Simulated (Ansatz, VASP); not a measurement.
# TeW in VASP and in Ansatz

```
CELL_PARAMETERS angstrom
0.00000 3.10212 3.10212
6.20424 3.10212 3.10212
6.20424 6.20424 0.00000
ATOMIC_POSITIONS crystal
W 0.00000 0.00000 0.00000
W 0.00000 0.00000 0.50000
Te 0.25000 0.25000 0.00000
Te 0.25000 0.25000 0.50000
```

Alike in both runs: task single point; functional PBE; k mesh 12 × 12 × 6; occupations gaussian, width 0.1 eV; collinear spin.

|  | VASP | Ansatz |
| --- | --- | --- |
| version | VASP 6.6.1 | Ansatz 0.2.0 |
| potentials or method | VASP PAW PBE potentials, release 64 (W_sv, Te), cutoff 520 eV | scalar-relativistic, plane waves, PAW |
| valence electrons in the cell | 40 | 60 |

|  | VASP | Ansatz | Ansatz less VASP |
| --- | --- | --- | --- |
| gap on the k mesh at the Fermi level (eV) | none | none | - |
| pressure (GPa) | -2.8 | -2.8 | +0.01 |
| net moment per atom (μB) | 0.00 | 0.00 | 0.000 |
| size of the moment on the site where the two differ most (μB) | 1.20 | 1.07 | -0.137 |

Site moments also hang on the region over which each program counts them. A gap of «none» marks a metal or a gap that the smearing closes. VASP's potentials hold 40 valence electrons a cell and Ansatz's 60, so a difference there can come from the potentials and not from the codes.

Spin-orbit coupling is off throughout.
